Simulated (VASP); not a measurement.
# InSe in VASP: further runs

InSe is run at these levels: PBE+D3(BJ); tasks: single point.

The COD entry that gives the cell may itself be a prediction, so a difference from it is no test against experiment.

Everything below comes from runs of VASP 6.6.1. Logs are shortened: lines on timing, memory, paths and dates and some standing lists are left out, and cuts for length are marked.

## (1) The cell of the first run

The cell holds a slab with vacuum, 4 atoms: a = 3.892 Å, b = 3.892 Å, c = 36.720 Å, α = 90.00°, β = 90.00°, γ = 120.00°.

## (2) Single point, PBE+D3(BJ)

INCAR

```
PREC = Accurate ; ENCUT = 520
EDIFF = 1E-7 ; ISMEAR = 0
SIGMA = 0.02 ; LREAL = F
LASPH = T ; NELM = 100
ALGO = Normal ; ISIF = 2
LWAVE = F ; LCHARG = F
LDIPOL = T ; IDIPOL = 3
DIPOL = 0.5 0.5 0.500 ; GGA = PE
IVDW = 12 ; NBANDS = 27
```

KPOINTS

```
regular mesh
0
Gamma
  9 9 1
```

POSCAR

```
InSe
1.0
    3.8920000000      0.0000000000      0.0000000000
   -1.9460000000      3.3705708715      0.0000000000
    0.0000000000      0.0000000000     36.7199571806
Se In
2 2
Direct
    0.0000000000      0.0000000000      0.4218950696
    0.0000000000      0.0000000000      0.5780771689
    0.6666666667      0.3333333333      0.4594644305
    0.6666666667      0.3333333333      0.5405078700
```

Potentials or basis: VASP PAW PBE potentials, release 64 (Se, In_d).

On the command line:

```sh
$ cat potpaw_PBE.64/Se/POTCAR potpaw_PBE.64/In_d/POTCAR > POTCAR
$ mpirun -np 1 vasp_std > vasp.out
```

OUTCAR:

```text
PREC = Accurate
   ENCUT = 520
   EDIFF = 1E-7
   ISMEAR = 0
   LREAL = F
   LASPH = T
   NELM = 100
   ISIF = 2
   GGA = PE
   IVDW = 12
 IVDW          = 12

 ion  position               nearest neighbor table
   1  0.000  0.000  0.422-   3 2.64   3 2.64   3 2.64
   2  0.000  0.000  0.578-   4 2.64   4 2.64   4 2.64
   3  0.667  0.333  0.459-   1 2.64   1 2.64   1 2.64   4 2.98
   4  0.667  0.333  0.541-   2 2.64   2 2.64   2 2.64   3 2.98

  LATTYP: Found a hexagonal cell.
 ALAT       =     3.8920000000
 C/A-ratio  =     9.4347269220

  Lattice vectors:

 A1 = (   3.8920000000,   0.0000000000,   0.0000000000)
 A2 = (  -1.9460000000,   3.3705708715,   0.0000000000)
 A3 = (   0.0000000000,   0.0000000000,  36.7199571806)

Analysis of symmetry for initial positions (statically):
=====================================================================
 Subroutine PRICEL returns:
 Original cell was already a primitive cell.

 Routine SETGRP: Setting up the symmetry group for a
 hexagonal supercell.

 Subroutine GETGRP returns: Found 12 space group operations
 (whereof  6 operations were pure point group operations)
 out of a pool of 24 trial point group operations.

The static configuration has the point symmetry C_3v.
 The point group associated with its full space group is D_3h.

Analysis of symmetry for dynamics (positions and initial velocities):
=====================================================================
 Subroutine PRICEL returns:
 Original cell was already a primitive cell.

 Routine SETGRP: Setting up the symmetry group for a
 hexagonal supercell.

 Subroutine GETGRP returns: Found 12 space group operations
 (whereof  6 operations were pure point group operations)
 out of a pool of 24 trial point group operations.

The dynamic configuration has the point symmetry C_3v.
 The point group associated with its full space group is D_3h.

 Subroutine INISYM returns: Found 12 space group operations
 (whereof  6 operations are pure point group operations),
 and found     1 'primitive' translations

----------------------------------------------------------------------------------------

                                     Primitive cell

  volume of cell :     481.7020

  direct lattice vectors                    reciprocal lattice vectors
     3.892000000  0.000000000  0.000000000     0.256937307  0.148342824  0.000000000
    -1.946000000  3.370570872  0.000000000     0.000000000  0.296685647  0.000000000
     0.000000000  0.000000000 36.719957181     0.000000000  0.000000000  0.027233147

  length of vectors
     3.892000000  3.892000000 36.719957181     0.296685647  0.296685647  0.027233147

  position of ions in fractional coordinates (direct lattice)
     0.000000000  0.000000000  0.421895070
     0.000000000  0.000000000  0.578077169
     0.666666667  0.333333333  0.459464430
     0.666666667  0.333333333  0.540507870

  ion indices of the primitive-cell ions
   primitive index   ion index
                 1           1
                 2           2
                 3           3
                 4           4

----------------------------------------------------------------------------------------

 KPOINTS: regular mesh

Automatic generation of k-mesh.
 Grid dimensions read from file:
 generate k-points for:    9    9    1

 Generating k-lattice:

  Cartesian coordinates                     Fractional coordinates (reciprocal lattice)
     0.028548590  0.016482536  0.000000000     0.111111111  0.000000000  0.000000000
     0.000000000  0.032965072  0.000000000     0.000000000  0.111111111  0.000000000
     0.000000000  0.000000000  0.027233147     0.000000000  0.000000000  1.000000000

  Length of vectors
     0.032965072  0.032965072  0.027233147

  Shift w.r.t. Gamma in fractional coordinates (k-lattice)
     0.000000000  0.000000000  0.000000000

 Subroutine IBZKPT returns following result:
 ===========================================

 Found     12 irreducible k-points:

 Following reciprocal coordinates:
            Coordinates               Weight
  0.000000  0.000000  0.000000      1.000000
  0.111111  0.000000  0.000000      6.000000
  0.222222  0.000000  0.000000      6.000000
  0.333333  0.000000  0.000000      6.000000
  0.444444  0.000000  0.000000      6.000000
  0.111111  0.111111  0.000000      6.000000
  0.222222  0.111111  0.000000     12.000000
  0.333333  0.111111  0.000000     12.000000
  0.444444  0.111111  0.000000      6.000000
  0.222222  0.222222  0.000000      6.000000
  0.333333  0.222222  0.000000     12.000000
  0.333333  0.333333  0.000000      2.000000
   k-points           NKPTS =     12   k-points in BZ     NKDIM =     12   number of bands    NBANDS=     27
   number of dos      NEDOS =    301   number of ions     NIONS =      4
   total plane-waves  NPLWV = 252000
   dimension x,y,z NGX =    30 NGY =   30 NGZ =  280
   dimension x,y,z NGXF=    60 NGYF=   60 NGZF=  560
   ions per type =               2   2
   NGX,Y,Z   is equivalent  to a cutoff of  12.81, 12.81, 12.68 a.u.
   NGXF,Y,Z  is equivalent  to a cutoff of  25.63, 25.63, 25.35 a.u.
 SYSTEM =  unknown system
   PREC   = accura    normal or accurate (medium, high low for compatibility)
   ISTART =      0    job   : 0-new  1-cont  2-samecut
   ICHARG =      2    charge: 1-file 2-atom 10-const
   ISPIN  =      1    spin polarized calculation?
   LNONCOLLINEAR =      F non collinear calculations
   LSORBIT =      F    spin-orbit coupling
   LASPH  =      T    aspherical Exc in radial PAW
   ENCUT  =  520.0 eV  38.22 Ry    6.18 a.u.   7.24  7.24 68.27*2*pi/ulx,y,z
   NELM   =    100;   NELMIN=  2; NELMDL= -5     # of ELM steps
   EDIFF  = 0.1E-06   stopping-criterion for ELM
   LREAL  =      F    real-space projection
   EDIFFG = 0.1E-05   stopping-criterion for IOM
   NSW    =      0    number of steps for IOM
   IBRION =     -1    ionic relax: 0-MD 1-quasi-New 2-CG
   NFREE  =      0    steps in history (QN), initial steepest desc. (CG)
   ISIF   =      2    stress and relaxation
   ISYM   =      2    0-nonsym 1-usesym 2-fastsym
   POTIM  = 0.5000    time-step for ionic-motion
   TEBEG  =    0.0;   TEEND  =   0.0 temperature during run
   PSTRESS=    0.0 pullay stress
   NELECT =      38.0000    total number of electrons
   NUPDOWN=      -1.0000    fix difference up-down
   EMIN   =  10.00;   EMAX   =-10.00  energy-range for DOS
   EFERMI =   0.00;   METHOD = LEGACY
   ISMEAR =     0;   SIGMA  =   0.02  broadening in eV -4-tet -1-fermi 0-gaus
   EFERMI_NEDOS =   21; number of points for ismear=-14 and -15
   IALGO  =     38    algorithm
   IMIX   =      4    mixing-type and parameters
     AMIX     =   0.40;   BMIX     =  1.00
     AMIX_MAG =   1.60;   BMIX_MAG =  1.00
  volume/ion in A,a.u.               =     120.43       812.67
  Fermi-wavevector in a.u.,A,eV,Ry     =   0.702118  1.326810  6.707253  0.492969
  Thomas-Fermi vector in A             =   1.786730
   LORBIT       =      0    0 simple, 1 ext, 2 COOP (PROOUT), +10 PAW based schemes
   GGA     = PE    functional components
   LHFCALC =     F    Hartree Fock is set to
   AEXX    =    0.0000 exact exchange contribution
   IVDW    =    12    specifies the selected vdW correction
   LEPSILON=     F    determine dielectric tensor
   LRPA    =     F    only Hartree local field effects (RPA)
 non-spin polarized calculation
 Gauss-broadening in eV      SIGMA  =   0.02
  energy-cutoff  :      520.00
  volume of cell :      481.70
 maximum number of plane-waves:     13023
 NGX is ok and might be reduce to    30
   NGX = 15   NGY = 15   NGZ =137

 dipolmoment           0.000000      0.000000      0.000000 electrons x Angstroem

 number of electron      38.0000008 magnetization

 dipolmoment           0.000000      0.000000     -0.000014 electrons x Angstroem

 Free energy of the ion-electron system (eV)
  ---------------------------------------------------
  ext. energy  EPLUGINS =         0.00000000
  ---------------------------------------------------
  free energy    TOTEN  =       -14.02340454 eV

  energy without entropy =      -14.02340454  energy(sigma->0) =      -14.02340454

 E-fermi :  -3.7083     XC(G=0):  -2.4366

 val. band max:       -3.7975845539   @ k =   0.0000   0.0000   0.0000
 cond. band min:      -1.9046023078   @ k =   0.0000   0.0000   0.0000
 fundamental gap:      1.8929822461
 Fermi energy:        -3.7082737607

 k-point     1 :       0.0000    0.0000    0.0000
  band No.  band energies     occupation
      1     -17.5486      2.00000
      2     -17.4686      2.00000
      3     -17.4686      2.00000
      4     -17.4311      2.00000
      5     -17.4311      2.00000
      6     -17.3722      2.00000
[... 19 lines left out ...]
     26       2.0911      0.00000
     27       2.2985      0.00000

 k-point     2 :       0.1111    0.0000    0.0000
  band No.  band energies     occupation
      1     -17.5676      2.00000
      2     -17.4978      2.00000
      3     -17.4864      2.00000
      4     -17.4614      2.00000
      5     -17.4205      2.00000
      6     -17.3799      2.00000
[... 19 lines left out ...]
     26       2.1994      0.00000
     27       2.4622      0.00000

 k-point     3 :       0.2222    0.0000    0.0000
  band No.  band energies     occupation
      1     -17.6598      2.00000
      2     -17.5968      2.00000
      3     -17.5024      2.00000
      4     -17.4481      2.00000
      5     -17.3938      2.00000
      6     -17.3918      2.00000
[... 234 lines left out ...]
      1     -17.8055      2.00000
      2     -17.7481      2.00000
      3     -17.4785      2.00000
      4     -17.4618      2.00000
      5     -17.3875      2.00000
      6     -17.3634      2.00000
[... 19 lines left out ...]
     26       4.0493      0.00000
     27       4.0709      0.00000

 k-point    12 :       0.3333    0.3333    0.0000
  band No.  band energies     occupation
      1     -17.8105      2.00000
      2     -17.7549      2.00000
      3     -17.4741      2.00000
      4     -17.4695      2.00000
      5     -17.3721      2.00000
      6     -17.3653      2.00000
[... 19 lines left out ...]
     26       4.5096      0.00000
     27       4.6010      0.00000

------------------------ aborting loop because EDIFF is reached ----------------------------------------

 vacuum level on the upper side and lower side of the slab       (xc-potential included)        -0.006        -0.005

 Edisp (eV)   -0.91611

 E8    (eV) :    -0.4406

  FORCE on cell =-STRESS in cart. coord.  units (eV):
  Direction    XX          YY          ZZ          XY          YZ          ZX
  --------------------------------------------------------------------------------------
  -------------------------------------------------------------------------------------
  Total       2.08221     2.08221    -2.40588     0.00000     0.00000     0.00000
  in kB       6.92560     6.92560    -8.00214     0.00000     0.00000     0.00000
  external pressure =        1.95 kB  Pullay stress =        0.00 kB

 VOLUME and BASIS-vectors are now :
 -----------------------------------------------------------------------------
  energy-cutoff  :      520.00
  volume of cell :      481.70
      direct lattice vectors                 reciprocal lattice vectors
     3.892000000  0.000000000  0.000000000     0.256937307  0.148342824  0.000000000
    -1.946000000  3.370570872  0.000000000     0.000000000  0.296685647  0.000000000
     0.000000000  0.000000000 36.719957181     0.000000000  0.000000000  0.027233147

 POSITION                                       TOTAL-FORCE (eV/Angst)
 -----------------------------------------------------------------------------------
      0.00000      0.00000     15.49197         0.000000      0.000000      0.075981
      0.00000      0.00000     21.22697         0.000000      0.000000     -0.075981
      1.94600      1.12352     16.87151         0.000000     -0.000000      0.653702
      1.94600      1.12352     19.84743        -0.000000     -0.000000     -0.653702
 -----------------------------------------------------------------------------------
    total drift:                               -0.000000      0.000000     -0.001767

  FREE ENERGIE OF THE ION-ELECTRON SYSTEM (eV)
  ---------------------------------------------------
  free  energy   TOTEN  =       -14.9395134401 eV

  energy  without entropy=      -14.9395134401  energy(sigma->0) =      -14.93951344

 vacuum level on the upper side and lower side of the slab         2.231         2.232
```

Run time: 4.4 min. Hardware: 1 thread of Intel Xeon 6975P-C (Granite Rapids), shared host; peak memory 0.58 GiB.

Results:

```yaml
Free_energy: -14.9395 eV
Largest_force: 0.654 eV/Å
Band_gap_on_the_k_mesh: 1.89 eV, direct
Dispersion_energy_per_atom: -0.229 eV
```

Forces on the atoms (eV/Å):
```
Se   0.000  0.000  0.076
Se   0.000  0.000 -0.076
In   0.000  0.000  0.654
In   0.000  0.000 -0.654
```

Levels at points of the mesh, in eV from the valence-band top:
| k point | band 16 | band 17 | band 18 | band 19 | band 20 | band 21 | band 22 | band 23 |
| --- | --- | --- | --- | --- | --- | --- | --- | --- |
| (0.00, 0.00, 0.00) | -0.04 | -0.04 | 0.00 | 0.00 | 1.89 | 3.36 | 5.54 | 5.70 |

Caveat: spin-orbit coupling is left out, which moves the levels of the heavy elements.

## (3) Single point, PBE+D3(BJ)

INCAR

```
SYSTEM = InSe
ALGO = Normal
DIPOL = 0.5 0.5 0.500
EDIFF = 1E-7
ENCUT = 520
GGA = PE
IDIPOL = 3
ISIF = 2
ISMEAR = 0
IVDW = 12
LASPH = .TRUE.
LCHARG = .FALSE.
LDIPOL = .TRUE.
LREAL = .FALSE.
LWAVE = .FALSE.
NBANDS = 27
NELM = 60
PREC = Accurate
SIGMA = 0.02
```

KPOINTS

```
k-points
0
G
  9 9 1
  0 0 0
```

POSCAR

```
InSe
1.0
    3.8920000000      0.0000000000      0.0000000000
   -1.9460000000      3.3705708715      0.0000000000
    0.0000000000      0.0000000000     36.7199571806
Se In
2 2
Direct
    0.0000000000      0.0000000000      0.4298335320
    0.0000000000      0.0000000000      0.5701387065
    0.6666666667      0.3333333333      0.4635837234
    0.6666666667      0.3333333333      0.5363885708
```

Potentials or basis: VASP PAW PBE potentials, release 64 (Se, In_d).

On the command line:

```sh
$ cat potpaw_PBE.64/Se/POTCAR potpaw_PBE.64/In_d/POTCAR > POTCAR
$ mpirun -np 1 vasp_std > vasp.out
```

It took 3.5 min on 1 thread of Intel Xeon 6975P-C (Granite Rapids), shared host; peak memory 0.58 GiB.

Results (log left out):

| Item | Value |
| --- | --- |
| Free energy | -14.8398 eV |
| Largest force | 1.055 eV/Å |
| Band gap on the k mesh | 1.98 eV, indirect (least direct gap 2.09 eV) |
| Dispersion energy per atom | -0.245 eV |

Forces on the atoms (eV/Å):
```
Se   0.000  0.000 -1.055
Se   0.000  0.000  1.055
In   0.000  0.000  0.277
In   0.000  0.000 -0.277
```

Levels at points of the mesh, in eV from the valence-band top:
```tsv
k point	band 16	band 17	band 18	band 19	band 20	band 21	band 22	band 23
(0.00, 0.00, 0.00)	-0.48	-0.39	-0.39	-0.10	1.98	3.13	5.26	5.26
```

Caveat: spin-orbit coupling is left out, which moves the levels of the heavy elements.

## (4) Single point, PBE+D3(BJ)

INCAR

```
SYSTEM = InSe
  ALGO = Normal
  DIPOL = 0.5 0.5 0.500
  EDIFF = 1E-6
  ENCUT = 520
  GGA = PE
  IDIPOL = 3
  ISIF = 2
  ISMEAR = 0
  IVDW = 12
  LASPH = .TRUE.
  LCHARG = .FALSE.
  LDIPOL = .TRUE.
  LREAL = .FALSE.
  LWAVE = .FALSE.
  NBANDS = 27
  NELM = 80
  PREC = Accurate
  SIGMA = 0.02
```

KPOINTS is that of step 3.

POSCAR

```
InSe
1.0
    3.8920000000      0.0000000000      0.0000000000
   -1.9460000000      3.3705708715      0.0000000000
    0.0000000000      0.0000000000     36.7199571806
Se In
2 2
Direct
    0.0000000000      0.0000000000      0.4266608704
    0.0000000000      0.0000000000      0.5733113682
    0.6666666667      0.3333333333      0.4619374194
    0.6666666667      0.3333333333      0.5380348774
```

On the command line:

```sh
$ cat potpaw_PBE.64/Se/POTCAR potpaw_PBE.64/In_d/POTCAR > POTCAR
$ mpirun -np 1 vasp_std > vasp.out
```

Run time: 2.9 min. Hardware: 1 thread of Intel Xeon 6975P-C (Granite Rapids), shared host; peak memory 0.59 GiB.

The run converged. Its results:

```
Free energy                : -14.9735 eV
Largest force              : 0.607 eV/Å
Band gap on the k mesh     : 2.03 eV, indirect (least direct gap 2.15 eV)
Dispersion energy per atom : -0.238 eV
```

Forces in eV/Å, atoms in the order of the input:
```
Se   0.000  0.000 -0.583
Se   0.000  0.000  0.583
In   0.000  0.000  0.607
In   0.000  0.000 -0.607
```

Levels at points of the mesh, in eV from the valence-band top:
| k point | band 15 | band 16 | band 17 | band 18 | band 19 | band 20 | band 21 | band 22 | band 23 | band 24 |
| --- | --- | --- | --- | --- | --- | --- | --- | --- | --- | --- |
| (0.00, 0.00, 0.00) | -0.24 | -0.24 | -0.17 | -0.17 | -0.11 | 2.03 | 3.28 | 5.55 | 5.55 | 5.60 |

Caveat: spin-orbit coupling is left out, which moves the levels of the heavy elements.

## (5) Single point, PBE+D3(BJ)

INCAR

```
  PREC = Accurate
  ENCUT = 520
  EDIFF = 1E-6
  ISMEAR = 0
  SIGMA = 0.02
  LREAL = False
  LASPH = True
  NELM = 80
  ALGO = Normal
  ISIF = 2
  LWAVE = False
  LCHARG = False
  LDIPOL = True
  IDIPOL = 3
  DIPOL = 0.5 0.5 0.500
  GGA = PE
  IVDW = 12
  NBANDS = 27
```

KPOINTS

```
regular mesh
0
Gamma
  9 9 1
```

POSCAR

```
InSe
1.0
    3.8920000000      0.0000000000      0.0000000000
   -1.9460000000      3.3705708715      0.0000000000
    0.0000000000      0.0000000000     36.7199571806
Se In
2 2
Direct
    0.0000000000      0.0000000000      0.4234745921
    0.0000000000      0.0000000000      0.5764976464
    0.6666666667      0.3333333333      0.4602840497
    0.6666666667      0.3333333333      0.5396882496
```

On the command line:

```sh
$ cat potpaw_PBE.64/Se/POTCAR potpaw_PBE.64/In_d/POTCAR > POTCAR
$ mpirun -np 1 vasp_std > vasp.out
```

Run time: 2.9 min. Hardware: 1 thread of Intel Xeon 6975P-C (Granite Rapids), shared host; peak memory 0.59 GiB.

It converged, with:

```
Free energy                : -14.9766 eV
Largest force              : 0.684 eV/Å
Band gap on the k mesh     : 2.01 eV, direct
Dispersion energy per atom : -0.232 eV
```

Forces on the atoms (eV/Å):
```
Se   0.000  0.000 -0.136
Se   0.000  0.000  0.136
In   0.000  0.000  0.684
In   0.000  0.000 -0.684
```

Levels at points of the mesh, in eV from the valence-band top:
| k point | band 16 | band 17 | band 18 | band 19 | band 20 | band 21 | band 22 | band 23 |
| --- | --- | --- | --- | --- | --- | --- | --- | --- |
| (0.00, 0.00, 0.00) | -0.05 | -0.05 | 0.00 | 0.00 | 2.01 | 3.39 | 5.64 | 5.75 |

Caveat: spin-orbit coupling is left out, which moves the levels of the heavy elements.
